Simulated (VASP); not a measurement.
Here is a VASP 6.6.1 calculation.

Contents of INCAR:

```
ALGO = Normal
EDIFF = 1E-6
EDIFFG = -0.005
ENCUT = 600
GGA = PE
IBRION = 2
ISIF = 3
ISMEAR = -1
LASPH = True
LCHARG = False
LREAL = False
LWAVE = False
NELM = 60
NSW = 60
PREC = Accurate
PSTRESS = 510.0
SIGMA = 0.1
```

KPOINTS

```
k-points
0
Gamma
  12 12 7
```

POSCAR

```
SiC
1.0
    2.7769349736      0.0000000000      0.0000000000
   -1.3884674868      2.4048962318      0.0000000000
    0.0000000000      0.0000000000      4.3042492090
Si C
2 2
Direct
    0.0000000000      0.0000000000      0.0000000000
    0.0000000000      0.0000000000      0.5000000000
    0.3333333333      0.6666666667      0.2500000000
    0.6666666667      0.3333333333      0.7500000000
```

Potentials or basis: VASP PAW PBE potentials, release 64 (Si, C).

Run with:

```console
$ cat potpaw_PBE.64/Si/POTCAR potpaw_PBE.64/C/POTCAR > POTCAR
$ mpirun -np 1 vasp_std > vasp.out
```

Question: Estimate the relaxed cell.

Answer: a = 2.722 Å, b = 2.722 Å, c = 4.547 Å, α = 90.00°, β = 90.00°, γ = 120.00°.

Question: Predict the space group after relaxing (to 0.05 Å).

Answer: P6_3/mmc (No. 194).

Question: Predict the band gap on the k mesh.

Answer: Zero (band 8 reaches 14.27 eV, above the bottom of band 9 at 13.64 eV).

Question: What does it give for the relaxed volume?

Answer: 7.29 Å³/atom.

The path:
```tsv
step	energy change (eV)	largest force (eV/Å)	pressure (GPa)	volume (Å³)
1	0.0000	0.0000	63.76	28.74
2	-0.3217	0.0000	28.24	30.88
3	-0.6727	0.0000	43.42	29.70
4	-0.6577	0.0000	44.28	29.65
5	-0.6522	0.0000	44.58	29.63
6	-0.3051	0.0000	60.39	28.57
7	-0.5174	0.0000	51.07	29.17
8	-0.5145	0.0000	51.19	29.16
9	-0.5182	0.0000	51.00	29.18
10	-0.5163	0.0000	51.10	29.17
11	-0.5208	0.0000	50.90	29.18
12	-0.5187	0.0000	50.98	29.18
```

Caveat: the cell is relaxed towards a set pressure, so the enthalpy falls and the energy may rise.
